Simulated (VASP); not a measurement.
Set up this calculation in VASP 6.6.1, as the native input.

* Task: single point
* Functional: PBE
* Potentials or basis: VASP PAW PBE potentials, release 64 (Zn, O)
* Cutoff: 520 eV
* k mesh: 9 × 9 × 4
* Occupations: gaussian, width 0.01 eV
* Spin: no spin polarisation
* Dipole correction: no
* Further INCAR settings: ALGO = Normal; EDIFF = 1e-06; NBANDS = 26

The structure of ZnO lies in POSCAR:

```
ZnO
1.0
    2.9768605347      0.0000000000      0.0000000000
   -1.4884302673      2.5780368465      0.0000000000
    0.0000000000      0.0000000000      5.1256341746
Zn O
2 2
Direct
    0.0000000000      0.0000000000      0.0000000000
    0.0000000000      0.0000000000      0.5000000000
    0.3333333333      0.6666666667      0.2500000000
    0.6666666667      0.3333333333      0.7500000000
```

One way to write it, as run:

INCAR

```
ALGO = Normal ; EDIFF = 1E-6
ENCUT = 520 ; GGA = PE
ISIF = 2 ; ISMEAR = 0
LASPH = T ; LCHARG = F
LREAL = F ; LWAVE = F
NBANDS = 26 ; NELM = 80
PREC = Accurate ; SIGMA = 0.01
```

KPOINTS

```
k-points
0
Gamma
  9 9 4
```

Potentials or basis: VASP PAW PBE potentials, release 64 (Zn, O).

Command:

```sh
$ cat potpaw_PBE.64/Zn/POTCAR potpaw_PBE.64/O/POTCAR > POTCAR
$ mpirun -np 1 vasp_std > vasp.out
```

It gave:

- Pressure: 8.9 GPa
- Band gap on the k mesh: 0.73 eV, direct

Wall time 16 s on 1 thread of Intel(R) Xeon(R) Platinum 8488C (Sapphire Rapids) (shared host), peak memory 0.17 GiB.
